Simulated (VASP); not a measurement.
## MgO: relaxation of cell and atoms with PBE

The system is MgO.

```
Mg O
1.0
     0.00000    2.09700    2.09700
     2.09700    0.00000    2.09700
     2.09700    2.09700    0.00000
Mg O
1 1
Direct
  0.00000 0.00000 0.00000
  0.50000 0.50000 0.50000
```

```
Program                : VASP 6.6.1
Task                   : relaxation of cell and atoms
Functional             : PBE
Potentials or basis    : VASP PAW PBE potentials, release 64 (Mg, O)
Cutoff                 : 600 eV
k mesh                 : 8 × 8 × 8
Occupations            : gaussian, width 0.1 eV
Spin                   : no spin polarisation
Dipole correction      : no
Further INCAR settings : ALGO = Normal; EDIFF = 1e-07; IBRION = 2; EDIFFG = -0.04; NSW = 60; ISIF = 3
```

```yaml
Relaxed_volume: 9.56 Å³/atom
Relaxed_cell: a = 3.002 Å, b = 3.002 Å, c = 3.002 Å, α = 60.00°, β = 60.00°, γ = 60.00°
Space_group_after_relaxing_to_0.05_Å: Fm-3m (No. 225)
Energy_gained_by_relaxing: 6.1 meV/atom
Ionic_steps: 3
Pressure_after_relaxing: 0.0 GPa
Band_gap_on_the_k_mesh: 4.50 eV, direct
```

Step by step:
| step | energy change (eV) | largest force (eV/Å) | pressure (GPa) | volume (Å³) |
| --- | --- | --- | --- | --- |
| 1 | 0.0000 | 0.0000 | 5.93 | 18.44 |
| 2 | -0.0108 | 0.0000 | -1.87 | 19.37 |
| 3 | -0.0122 | 0.0000 | 0.01 | 19.12 |

Final structure:
```
CELL_PARAMETERS angstrom
0.00000 2.12251 2.12251
2.12251 0.00000 2.12251
2.12251 2.12251 0.00000
ATOMIC_POSITIONS crystal
Mg 0.00000 0.00000 0.00000
O 0.50000 0.50000 0.50000
```

Levels at points of the mesh, in eV from the valence-band top:
```csv
k point,band 1,band 2,band 3,band 4,band 5,band 6,band 7,band 8
"(0.00, 0.00, 0.00)",-17.14,0.00,0.00,0.00,4.50,15.67,15.67,15.67
"(0.50, 0.00, 0.00)",-15.92,-4.51,-0.63,-0.63,7.75,12.34,16.07,16.07
"(0.50, 0.50, 0.00)",-15.67,-3.99,-1.32,-1.32,9.09,9.72,12.85,18.62
```

Wall time 23 s on 1 thread of AMD EPYC 7R13, with other jobs on the host, peak memory 0.12 GiB.

A hybrid or GW would open this gap; PBE tends to underestimate it.
